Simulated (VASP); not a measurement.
Pt, 6 atoms in the cell. The cell holds a slab with vacuum, 6 atoms: a = 2.786 Å, b = 2.786 Å, c = 26.374 Å, α = 90.00°, β = 90.00°, γ = 120.00°. 

```yaml
Program: VASP 6.6.1
Task: single point
Functional: r2SCAN
Potentials_or_basis: VASP PAW PBE potentials, release 64 (Pt)
Cutoff: 520 eV
k_mesh: 15 × 15 × 1
Occupations: gaussian, width 0.1 eV
Spin: no spin polarisation
Dipole_correction: yes
Further_INCAR_settings: ALGO = Normal; EDIFF = 1e-06; NBANDS = 39
```

Potentials or basis: VASP PAW PBE potentials, release 64 (Pt).

Run with:

```bash
$ cat potpaw_PBE.64/Pt/POTCAR > POTCAR
$ cp INCAR.step1 INCAR
$ mpirun -np 1 vasp_std > vasp.out
$ cp INCAR.step2 INCAR
$ mpirun -np 1 vasp_std > vasp.out
```

Hardware: 1 thread of Intel(R) Xeon(R) Platinum 8259CL CPU @ 2.50GHz (Skylake/Cascade Lake), with other jobs on the host.

How long does it take, and how much memory?

Wall time 22 min on 1 thread of Intel(R) Xeon(R) Platinum 8259CL CPU @ 2.50GHz (Skylake/Cascade Lake), with other jobs on the host, peak memory 0.45 GiB. Counts: k points 27.
